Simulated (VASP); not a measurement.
# Co (P6_3/mmc) in VASP: further runs

The runs below take Co through single point, with r2SCAN.

All numbers are computed with VASP 6.6.1; they aren't measurements. Logs are shortened: lines on timing, memory, paths and dates and some standing lists are left out, and cuts for length are marked.

**1. The cell of the first run**

It takes space group P6_3/mmc (No. 194, hexagonal). Conventional cell: a = 2.473 Å, b = 2.473 Å, c = 4.017 Å, α = 90.00°, β = 90.00°, γ = 120.00°. Within 3.3 Å of Co (site symmetry -6m2) lie 12 Co at 2.46 to 2.47 Å.

**2. Single point, r2SCAN, collinear spin, ferromagnetic start**

File POSCAR:

```
Co
1.0
    2.4728254042      0.0000000000      0.0000000000
   -1.2364127021      2.1415296191      0.0000000000
    0.0000000000      0.0000000000      4.0165253518
Co
2
Direct
    0.3333333333      0.6666666667      0.2500000000
    0.6666666667      0.3333333333      0.7500000000
```

File INCAR.step1:

```
SYSTEM = Co
PREC = Accurate
ENCUT = 520
ISMEAR = 0
SIGMA = 0.1
LREAL = .False.
LASPH = .True.
NELM = 150
ISPIN = 2
MAGMOM = 2.07 2.07
LMAXMIX = 4
NBANDS = 20
GGA = PE
ALGO = Normal
EDIFF = 1E-4
LWAVE = .True.
LCHARG = .False.
```

File INCAR.step2:

```
SYSTEM = Co
PREC = Accurate
ENCUT = 520
EDIFF = 1E-6
ISMEAR = 0
SIGMA = 0.1
LREAL = .False.
LASPH = .True.
NELM = 150
ALGO = Normal
ISIF = 2
LWAVE = .False.
LCHARG = .False.
ISPIN = 2
MAGMOM = 2.07 2.07
LORBIT = 11
LMAXMIX = 4
METAGGA = R2SCAN
LMIXTAU = .True.
NBANDS = 20
ISTART = 1
```

File KPOINTS:

```
Automatic mesh
0
Gamma
  18 18 10
  0 0 0
```

Potentials or basis: VASP PAW PBE potentials, release 64 (Co).

The run is started by

```console
cat potpaw_PBE.64/Co/POTCAR > POTCAR
cp INCAR.step1 INCAR
mpirun -np 1 vasp_std > vasp.out
cp INCAR.step2 INCAR
mpirun -np 1 vasp_std > vasp.out
```

OUTCAR:

```text
SYSTEM = Co
   PREC = Accurate
   ENCUT = 520
   EDIFF = 1E-6
   ISMEAR = 0
   LREAL = .False.
   LASPH = .True.
   NELM = 150
   ISIF = 2
   ISPIN = 2
   LORBIT = 11
   METAGGA = R2SCAN
   ISTART = 1

 ion  position               nearest neighbor table
   1  0.333  0.667  0.250-   2 2.46   2 2.46   2 2.46   2 2.46   2 2.46   2 2.46
   2  0.667  0.333  0.750-   1 2.46   1 2.46   1 2.46   1 2.46   1 2.46   1 2.46

  LATTYP: Found a hexagonal cell.
 ALAT       =     2.4728254042
 C/A-ratio  =     1.6242656457

  Lattice vectors:

 A1 = (   2.4728254042,   0.0000000000,   0.0000000000)
 A2 = (  -1.2364127021,   2.1415296191,   0.0000000000)
 A3 = (   0.0000000000,   0.0000000000,   4.0165253518)

Analysis of symmetry for initial positions (statically):
=====================================================================
 Subroutine PRICEL returns:
 Original cell was already a primitive cell.

 Routine SETGRP: Setting up the symmetry group for a
 hexagonal supercell.

 Subroutine GETGRP returns: Found 24 space group operations
 (whereof 12 operations were pure point group operations)
 out of a pool of 24 trial point group operations.

The static configuration has the point symmetry D_3d.
 The point group associated with its full space group is D_6h.

Analysis of symmetry for dynamics (positions and initial velocities):
=====================================================================
 Subroutine PRICEL returns:
 Original cell was already a primitive cell.

 Routine SETGRP: Setting up the symmetry group for a
 hexagonal supercell.

 Subroutine GETGRP returns: Found 24 space group operations
 (whereof 12 operations were pure point group operations)
 out of a pool of 24 trial point group operations.

The dynamic configuration has the point symmetry D_3d.
 The point group associated with its full space group is D_6h.

Analysis of structural, dynamic, and magnetic symmetry:
=====================================================================
 Subroutine PRICEL returns:
 Original cell was already a primitive cell.

 Routine SETGRP: Setting up the symmetry group for a
 hexagonal supercell.

 Subroutine GETGRP returns: Found 24 space group operations
 (whereof 12 operations were pure point group operations)
 out of a pool of 24 trial point group operations.

The overall configuration has the point symmetry D_3d.
 The point group associated with its full space group is D_6h.

 Subroutine INISYM returns: Found 24 space group operations
 (whereof 12 operations are pure point group operations),
 and found     1 'primitive' translations

----------------------------------------------------------------------------------------

                                     Primitive cell

  volume of cell :      21.2700

  direct lattice vectors                    reciprocal lattice vectors
     2.472825404  0.000000000  0.000000000     0.404395716  0.233477976  0.000000000
    -1.236412702  2.141529619  0.000000000     0.000000000  0.466955951  0.000000000
     0.000000000  0.000000000  4.016525352     0.000000000  0.000000000  0.248971415

  length of vectors
     2.472825404  2.472825404  4.016525352     0.466955951  0.466955951  0.248971415

  position of ions in fractional coordinates (direct lattice)
     0.333333333  0.666666667  0.250000000
     0.666666667  0.333333333  0.750000000

  ion indices of the primitive-cell ions
   primitive index   ion index
                 1           1
                 2           2

----------------------------------------------------------------------------------------

 KPOINTS: Automatic mesh

Automatic generation of k-mesh.
 Grid dimensions read from file:
 generate k-points for:   18   18   10

 Generating k-lattice:

  Cartesian coordinates                     Fractional coordinates (reciprocal lattice)
     0.022466429  0.012970999  0.000000000     0.055555556  0.000000000  0.000000000
     0.000000000  0.025941997  0.000000000     0.000000000  0.055555556  0.000000000
     0.000000000  0.000000000  0.024897141     0.000000000  0.000000000  0.100000000

  Length of vectors
     0.025941997  0.025941997  0.024897141

  Shift w.r.t. Gamma in fractional coordinates (k-lattice)
     0.000000000  0.000000000  0.000000000

 Subroutine IBZKPT returns following result:
 ===========================================

 Found    222 irreducible k-points:

 Following reciprocal coordinates:
            Coordinates               Weight
  0.000000  0.000000  0.000000      1.000000
  0.055556  0.000000  0.000000      6.000000
  0.111111  0.000000  0.000000      6.000000
  0.166667  0.000000  0.000000      6.000000
  0.222222  0.000000  0.000000      6.000000
  0.277778  0.000000  0.000000      6.000000
[... 16 lines left out ...]
  0.333333  0.111111  0.000000     12.000000
  0.388889  0.111111  0.000000     12.000000
 [... further k-points ...]
   k-points           NKPTS =    222   k-points in BZ     NKDIM =    222   number of bands    NBANDS=     20
   number of dos      NEDOS =    301   number of ions     NIONS =      2
   total plane-waves  NPLWV =   9720
   dimension x,y,z NGX =    18 NGY =   18 NGZ =   30
   dimension x,y,z NGXF=    36 NGYF=   36 NGZF=   60
   ions per type =               2
   NGX,Y,Z   is equivalent  to a cutoff of  12.10, 12.10, 12.42 a.u.
   NGXF,Y,Z  is equivalent  to a cutoff of  24.20, 24.20, 24.83 a.u.
 SYSTEM =  Co
   PREC   = accura    normal or accurate (medium, high low for compatibility)
   ISTART =      1    job   : 0-new  1-cont  2-samecut
   ICHARG =      0    charge: 1-file 2-atom 10-const
   ISPIN  =      2    spin polarized calculation?
   LNONCOLLINEAR =      F non collinear calculations
   LSORBIT =      F    spin-orbit coupling
   LASPH  =      T    aspherical Exc in radial PAW
   ENCUT  =  520.0 eV  38.22 Ry    6.18 a.u.   4.60  4.60  7.47*2*pi/ulx,y,z
   NELM   =    150;   NELMIN=  2; NELMDL=  0     # of ELM steps
   EDIFF  = 0.1E-05   stopping-criterion for ELM
   LREAL  =      F    real-space projection
   EDIFFG = 0.1E-04   stopping-criterion for IOM
   NSW    =      0    number of steps for IOM
   IBRION =     -1    ionic relax: 0-MD 1-quasi-New 2-CG
   NFREE  =      0    steps in history (QN), initial steepest desc. (CG)
   ISIF   =      2    stress and relaxation
   ISYM   =      2    0-nonsym 1-usesym 2-fastsym
   POTIM  = 0.5000    time-step for ionic-motion
   TEBEG  =    0.0;   TEEND  =   0.0 temperature during run
   PSTRESS=    0.0 pullay stress
   NELECT =      18.0000    total number of electrons
   NUPDOWN=      -1.0000    fix difference up-down
   EMIN   =  10.00;   EMAX   =-10.00  energy-range for DOS
   EFERMI =   0.00;   METHOD = LEGACY
   ISMEAR =     0;   SIGMA  =   0.10  broadening in eV -4-tet -1-fermi 0-gaus
   EFERMI_NEDOS =   21; number of points for ismear=-14 and -15
   IALGO  =     38    algorithm
   IMIX   =      4    mixing-type and parameters
     AMIX     =   0.40;   BMIX     =  1.00
     AMIX_MAG =   1.60;   BMIX_MAG =  1.00
  volume/ion in A,a.u.               =      10.64        71.77
  Fermi-wavevector in a.u.,A,eV,Ry     =   1.548494  2.926230 32.624526  2.397835
  Thomas-Fermi vector in A             =   2.653437
   LORBIT       =     11    0 simple, 1 ext, 2 COOP (PROOUT), +10 PAW based schemes
   METAGGA = R2SCAN    functional components
   LHFCALC =     F    Hartree Fock is set to
   AEXX    =    0.0000 exact exchange contribution
   IVDW    =     0    specifies the selected vdW correction
   LEPSILON=     F    determine dielectric tensor
   LRPA    =     F    only Hartree local field effects (RPA)
 spin polarized calculation
 Gauss-broadening in eV      SIGMA  =   0.10
  energy-cutoff  :      520.00
  volume of cell :       21.27
 maximum number of plane-waves:       585
   NGX =  9   NGY =  9   NGZ = 15

 number of electron      17.9999989 magnetization       3.4956763

 Free energy of the ion-electron system (eV)
  ---------------------------------------------------
  ext. energy  EPLUGINS =         0.00000000
  ---------------------------------------------------
  free energy    TOTEN  =       -26.41672364 eV

  energy without entropy =      -26.40841024  energy(sigma->0) =      -26.41256694

 E-fermi :  10.6044     XC(G=0): -14.8141

 val. band max:       10.5979732714   @ k =   0.2778   0.1111   0.5000
 cond. band min:      10.6097108468   @ k =   0.1667   0.1111   0.2000
 fundamental gap:      0.0117375753
 Fermi energy:        10.6043676953

 spin component 1

 k-point     1 :       0.0000    0.0000    0.0000
  band No.  band energies     occupation
      1       1.1414      1.00000
      2       4.7484      1.00000
      3       7.1884      1.00000
      4       7.2290      1.00000
      5       7.2292      1.00000
      6       7.5373      1.00000
[... 12 lines left out ...]
     19      37.5548      0.00000
     20      37.5549      0.00000
[... 507 lines left out ...]
 k-point    24 :       0.3889    0.1111    0.0000
  band No.  band energies     occupation
      1       5.2303      1.00000
      2       5.3687      1.00000
      3       5.4188      1.00000
      4       6.9992      1.00000
      5       7.0900      1.00000
      6       7.3073      1.00000
[... 12 lines left out ...]
     19      34.1472      0.00000
     20      36.4991      0.00000

 [... further k-points ...]

 spin component 2

 k-point     1 :       0.0000    0.0000    0.0000
  band No.  band energies     occupation
      1       0.5609      1.00000
      2       5.9279      1.00000
      3       9.6133      1.00000
      4       9.7054      1.00000
      5       9.7054      1.00000
      6       9.7835      1.00000
[... 12 lines left out ...]
     19      38.2619      0.00000
     20      38.2619      0.00000
[... 507 lines left out ...]
 k-point    24 :       0.3889    0.1111    0.0000
  band No.  band energies     occupation
      1       6.1392      1.00000
      2       7.0076      1.00000
      3       7.1856      1.00000
      4       8.0777      1.00000
      5       9.4058      1.00000
      6       9.5844      1.00000
[... 12 lines left out ...]
     19      34.9177      0.00000
     20      37.3365      0.00000

 [... further k-points ...]

------------------------ aborting loop because EDIFF is reached ----------------------------------------

  FORCE on cell =-STRESS in cart. coord.  units (eV):
  Direction    XX          YY          ZZ          XY          YZ          ZX
  --------------------------------------------------------------------------------------
  -------------------------------------------------------------------------------------
  Total       -0.0066710     -0.0066710     -0.0434119      0.0000000     -0.0000000      0.0000000
  in kB       -0.5024960     -0.5024960     -3.2700284      0.0000000     -0.0000000      0.0000000
  external PRESSURE =      -1.4250068 kB  Pullay stress =       0.0000000 kB

 VOLUME and BASIS-vectors are now :
 -----------------------------------------------------------------------------
  energy-cutoff  :      520.00
  volume of cell :       21.27
      direct lattice vectors                 reciprocal lattice vectors
     2.472825404  0.000000000  0.000000000     0.404395716  0.233477976  0.000000000
    -1.236412702  2.141529619  0.000000000     0.000000000  0.466955951  0.000000000
     0.000000000  0.000000000  4.016525352     0.000000000  0.000000000  0.248971415

 POSITION                                       TOTAL-FORCE (eV/Angst)
 -----------------------------------------------------------------------------------
     -0.00000      1.42769      1.00413        -0.000000      0.000000      0.000000
      1.23641      0.71384      3.01239         0.000000     -0.000000      0.000000
 -----------------------------------------------------------------------------------
    total drift:                                0.000000     -0.000000     -0.000000

  FREE ENERGIE OF THE ION-ELECTRON SYSTEM (eV)
  ---------------------------------------------------
  free  energy   TOTEN  =       -26.4167236371 eV

  energy  without entropy=      -26.4084102400  energy(sigma->0) =      -26.41256694

 total charge

# of ion       s       p       d       tot
------------------------------------------
    1        0.519   0.578   7.238   8.335
    2        0.519   0.578   7.238   8.335
--------------------------------------------------
tot          1.038   1.156  14.476  16.670

 magnetization (x)

# of ion       s       p       d       tot
------------------------------------------
    1       -0.012  -0.085   1.905   1.808
    2       -0.012  -0.085   1.905   1.808
--------------------------------------------------
tot         -0.024  -0.169   3.809   3.616
```

Wall time 7.7 min (1 thread of Oxide Virtual Turin-like, shared host); peak memory 0.21 GiB.

Results:

| Quantity | Value |
| --- | --- |
| Free energy | -26.4167 eV |
| Pressure | -0.1 GPa |
| Net moment | 3.50 μB per cell |
| Site moments | Co +1.81 μB |
| Valence electrons inside the program's atomic spheres | Co 8.34 |

Levels at points of the mesh, in eV from the Fermi level:
Spin up:
| k point | band 8 | band 9 | band 10 | band 11 | band 12 | band 13 | band 14 | band 15 |
| --- | --- | --- | --- | --- | --- | --- | --- | --- |
| (0.00, 0.00, 0.00) | -2.72 | -2.72 | -1.61 | -1.61 | -0.29 | 6.29 | 22.92 | 25.71 |
| (0.50, 0.00, 0.00) | -1.44 | -1.40 | -1.29 | 0.94 | 3.16 | 9.91 | 10.70 | 12.91 |
| (0.00, 0.00, 0.50) | -3.45 | -1.93 | -1.93 | -1.93 | -1.93 | 15.40 | 15.40 | 23.71 |
| (0.50, 0.00, 0.50) | -1.76 | -1.35 | -1.35 | 1.46 | 1.46 | 7.32 | 7.32 | 19.16 |
Spin down:
| k point | band 4 | band 5 | band 6 | band 7 | band 8 | band 9 | band 10 | band 11 |
| --- | --- | --- | --- | --- | --- | --- | --- | --- |
| (0.00, 0.00, 0.00) | -0.90 | -0.90 | -0.82 | -0.50 | -0.50 | 0.01 | 0.01 | 1.30 |
| (0.50, 0.00, 0.00) | -2.35 | -1.09 | -1.03 | -0.62 | 1.43 | 1.58 | 1.60 | 2.68 |
| (0.00, 0.00, 0.50) | -1.68 | -0.96 | -0.96 | -0.96 | -0.96 | 0.94 | 0.94 | 0.94 |
| (0.50, 0.00, 0.50) | -2.58 | 0.03 | 0.03 | 0.10 | 0.10 | 1.53 | 1.53 | 2.21 |

Caveat: the PAW data sets were made with another functional, which shifts forces and pressure a little.

**3. Single point, r2SCAN, collinear spin, ferromagnetic start**

POSCAR is that of step 2.

File INCAR.step1:

```
ALGO = Normal
EDIFF = 1E-4
ENCUT = 520
GGA = PE
ISMEAR = 0
ISPIN = 2
LASPH = T
LCHARG = F
LMAXMIX = 4
LREAL = F
LWAVE = T
MAGMOM = 2.09 2.09
NBANDS = 20
NELM = 150
PREC = Accurate
SIGMA = 0.1
```

File INCAR.step2:

```
ALGO = Normal
EDIFF = 1E-6
ENCUT = 520
ISIF = 2
ISMEAR = 0
ISPIN = 2
ISTART = 1
LASPH = T
LCHARG = F
LMAXMIX = 4
LMIXTAU = T
LORBIT = 11
LREAL = F
LWAVE = F
MAGMOM = 2.09 2.09
METAGGA = R2SCAN
NBANDS = 20
NELM = 150
PREC = Accurate
SIGMA = 0.1
```

File KPOINTS:

```
k-points
0
Gamma
  18 18 10
```

Potentials or basis: VASP PAW PBE potentials, release 64 (Co).

The run is started by

```console
cat potpaw_PBE.64/Co/POTCAR > POTCAR
cp INCAR.step1 INCAR
mpirun -np 1 vasp_std > vasp.out
cp INCAR.step2 INCAR
mpirun -np 1 vasp_std > vasp.out
```

Wall time 10 min (1 thread of Oxide Virtual Turin-like, shared host); peak memory 0.2 GiB.

It converged, with:

* Free energy: -26.4167 eV
* Pressure: -0.1 GPa
* Net moment: 3.50 μB per cell
* Site moments: Co +1.81 μB
* Valence electrons inside the program's atomic spheres: Co 8.34

Stress tensor (GPa, compression positive):
```
-0.05  0.00  0.00
 0.00 -0.05  0.00
 0.00  0.00 -0.33
```

Levels at points of the mesh, in eV from the Fermi level:
Spin up:
```
           k point  band 8  band 9  band 10  band 11  band 12  band 13  band 14  band 15
(0.00, 0.00, 0.00)   -2.72   -2.72    -1.61    -1.61    -0.29     6.29    22.92    25.71
(0.50, 0.00, 0.00)   -1.44   -1.40    -1.29     0.94     3.16     9.91    10.70    12.91
(0.00, 0.00, 0.50)   -3.45   -1.93    -1.93    -1.93    -1.93    15.40    15.40    23.71
(0.50, 0.00, 0.50)   -1.76   -1.35    -1.35     1.46     1.46     7.32     7.32    19.16
```
Spin down:
```csv
k point,band 3,band 4,band 5,band 6,band 7,band 8,band 9,band 10,band 11,band 12
"(0.00, 0.00, 0.00)",-0.99,-0.90,-0.90,-0.82,-0.50,-0.50,0.01,0.01,1.30,1.30
"(0.50, 0.00, 0.00)",-3.53,-2.35,-1.09,-1.03,-0.62,1.43,1.58,1.60,2.68,4.46
"(0.00, 0.00, 0.50)",-1.68,-1.68,-0.96,-0.96,-0.96,-0.96,0.94,0.94,0.94,0.94
"(0.50, 0.00, 0.50)",-2.58,-2.58,0.03,0.03,0.10,0.10,1.53,1.53,2.21,2.21
```

Caveat: the PAW data sets were made with another functional, which shifts forces and pressure a little.
